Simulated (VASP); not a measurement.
Te5As:

```xyz
6
Lattice="3.5140 2.0288 5.3575 -3.5140 2.0288 5.3575 0.0000 -4.0576 5.3575" Properties=species:S:1:pos:R:3 pbc="T T T"
Te    0.0000    0.0000    1.3121
Te    0.0000    0.0000   14.7603
Te   -1.7570   -1.0144    5.3575
Te    1.7570   -1.0144    5.3575
Te    0.0000    2.0288    5.3575
As    0.0000    0.0000    8.0362
```

The cell was generated, and may not be a known phase.

```yaml
Program: VASP 6.6.1
Task: relaxation of cell and atoms
Functional: PBE
Potentials_or_basis: VASP PAW PBE potentials, release 64 (Te, As)
Cutoff: 600 eV
k_mesh: 3 × 3 × 3
Occupations: gaussian, width 0.1 eV
Spin: no spin polarisation
```

At the start: pressure -4.2 GPa; volume 38.19 Å³/atom.

Question: Where does the relaxation end?

Answer: Over 36 steps the energy falls by 550.6 meV/atom and the volume is 32.45 Å³/atom (-15.0 %); space group R-3m (No. 166, to 0.1 Å) before and after.

The path:
```tsv
step	energy change (eV)	largest force (eV/Å)	pressure (GPa)	volume (Å³)
1	0.0000	0.6488	-4.17	229.17
2	-0.6568	2.5057	-0.89	197.70
3	-0.7186	3.3814	1.21	186.76
4	-1.0413	1.9963	1.87	176.56
5	-1.1395	1.1011	3.31	167.49
6	-1.3739	0.4780	1.03	172.17
7	-1.5422	0.2019	-1.62	179.57
8	-1.5568	0.3613	-2.28	181.98
9	-1.7695	0.0786	-1.28	179.26
10	-1.8733	0.6933	0.09	176.45
11	-2.0100	3.0586	4.20	169.91
12	0.5689	10.0449	24.02	152.90
13	-1.8836	3.8745	5.57	168.74
14	-1.9206	3.9160	5.79	168.67
15	-1.9933	4.0756	6.58	168.36
16	-2.0226	4.2122	8.74	167.36
17	-2.2194	3.6641	7.82	169.09
18	-2.6743	2.3295	5.71	174.26
19	-3.0858	0.6025	3.19	184.53
20	-3.1278	0.1942	2.54	188.26
21	-3.1355	0.0381	2.22	191.04
22	-3.1344	0.1117	2.13	192.00
23	-3.1674	0.0275	1.58	193.36
24	-3.2206	0.2007	0.07	197.41
25	-3.2245	0.2774	-0.41	198.84
26	-3.2333	0.2593	-0.44	198.49
27	-3.2580	0.2293	-0.49	197.39
28	-3.2872	0.2450	-0.50	195.03
29	-3.2882	0.2546	-0.49	194.51
30	-3.2949	0.1256	0.31	191.52
31	-3.2951	0.1430	0.21	191.91
32	-3.2981	0.1101	0.16	192.40
33	-3.3026	0.0406	0.06	193.67
34	-3.3023	0.0295	-0.08	196.24
35	-3.3035	0.0082	-0.02	195.06
36	-3.3036	0.0019	0.00	194.70
```

Final structure:
```
Te As
1.0
     3.94449    2.27735    3.61229
    -3.94449    2.27735    3.61229
     0.00000   -4.55471    3.61229
Te As
5 1
Direct
  0.14824 0.14824 0.14824
  0.85176 0.85176 0.85176
  0.00000 0.50000 0.50000
  0.50000 0.00000 0.50000
  0.50000 0.50000 0.00000
  0.50000 0.50000 0.50000
```

Caveat: the k points lie up to 0.36 Å⁻¹ apart in the final cell, too coarse for converged energies and pressures of a metal; the volume moved by over 15 % at a fixed basis, so the end points are rough; an odd number of electrons without spin polarisation forces a metal; a magnetic or distorted state may lie lower.
